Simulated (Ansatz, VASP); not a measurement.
**Two plane-wave programs on CdI**

```xyz
2
Lattice="4.0845 0.0000 0.0000 0.0000 4.0845 0.0000 0.0000 0.0000 4.0845" Properties=species:S:1:pos:R:3 pbc="T T T"
Cd    0.0000    0.0000    0.0000
I     2.0422    2.0422    2.0422
```

Alike in both runs: task single point; functional PBE; k mesh 4 × 4 × 4; occupations gaussian, width 0.1 eV; no spin polarisation.

|  | VASP | Ansatz |
| --- | --- | --- |
| version | VASP 6.6.1 | Ansatz 0.2.0 |
| potentials or method | VASP PAW PBE potentials, release 64 (Cd, I), cutoff 520 eV | scalar-relativistic, plane waves, PAW |
| valence electrons in the cell | 19 | 37 |

Ansatz gave:

```
gap on the k mesh at the Fermi level (eV) : none
pressure (GPa)                            : -1.2
```

Problem. What did VASP give for the same quantities?

Solution. gap on the k mesh at the Fermi level (eV): none; pressure (GPa): -1.1.

A gap of «none» marks a metal or a gap that the smearing closes. VASP's potentials hold 19 valence electrons a cell and Ansatz's 37, so a difference there can come from the potentials and not from the codes.

The k mesh is coarse, so the values compare programs but aren't converged. Spin-orbit coupling is off throughout.
